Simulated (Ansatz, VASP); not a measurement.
## P: VASP beside Ansatz

INCAR

```
  PREC = Accurate
  ENCUT = 520
  EDIFF = 1E-7
  ISMEAR = 0
  SIGMA = 0.05
  LREAL = F
  LASPH = T
  NELM = 60
  ALGO = Normal
  ISIF = 2
  LWAVE = F
  LCHARG = F
  GGA = PS
  NBANDS = 18
```

The input KPOINTS:

```
regular mesh
0
Gamma
  10 1 8
```

File POSCAR:

```
P
1.0
    3.0907077748      0.0000000000      0.0000000000
    0.0000000000     32.8183934914      0.0000000000
    0.0000000000      0.0000000000      5.0103506894
P
4
Direct
    0.0000000000      0.9696876236      0.5826201292
    0.0000000000      0.0303123764      0.4173798708
    0.5000000000      0.0303123764      0.0826201292
    0.5000000000      0.9696876236      0.9173798708
```

Input for Ansatz:

```yaml
crystal:
  lattice:
    - [3.0907077748, 0.0, 0.0]
    - [0.0, 32.8183934914, 0.0]
    - [0.0, 0.0, 5.0103506894]
  atoms:
    - { symbol: P, position: [0.0, 0.9696876236, 0.5826201292] }
    - { symbol: P, position: [0.0, 0.0303123764, 0.4173798708] }
    - { symbol: P, position: [0.5, 0.0303123764, 0.0826201292] }
    - { symbol: P, position: [0.5, 0.9696876236, 0.9173798708] }
basis:
  ecutwfc: 420
kpoints:
  mp_grid: { grid: [10, 1, 8] }
hamiltonian:
  xc: pbesol
scf:
  occupations: { method: gaussian, width: 0.05 }
output:
  forces: true
  stress: true
  eigenvalues: true
```

Alike in both runs: task single point; functional PBEsol; k mesh 10 × 1 × 8; occupations gaussian, width 0.05 eV; no spin polarisation.

|  | VASP | Ansatz |
| --- | --- | --- |
| version | VASP 6.6.1 | Ansatz 0.2.0 |
| potentials or method | VASP PAW PBE potentials, release 64 (P), cutoff 520 eV | scalar-relativistic, plane waves, PAW |
| valence electrons in the cell | 20 | 20 |

Ansatz gave:

- gap on the k mesh at the Fermi level (eV): 0.25
- least direct gap on the mesh (eV): 1.06
- rms of the force components (eV/Å): 1.104

Q: Which values does VASP return?

A: gap on the k mesh at the Fermi level (eV): 0.24; least direct gap on the mesh (eV): 1.08; rms of the force components (eV/Å): 1.099.

VASP's potentials were made for PBE, not for PBEsol. Atom by atom the forces differ by 0.015 eV/Å (rms over components). The functional is the same, so the differences come from potentials, cutoffs and numerics.
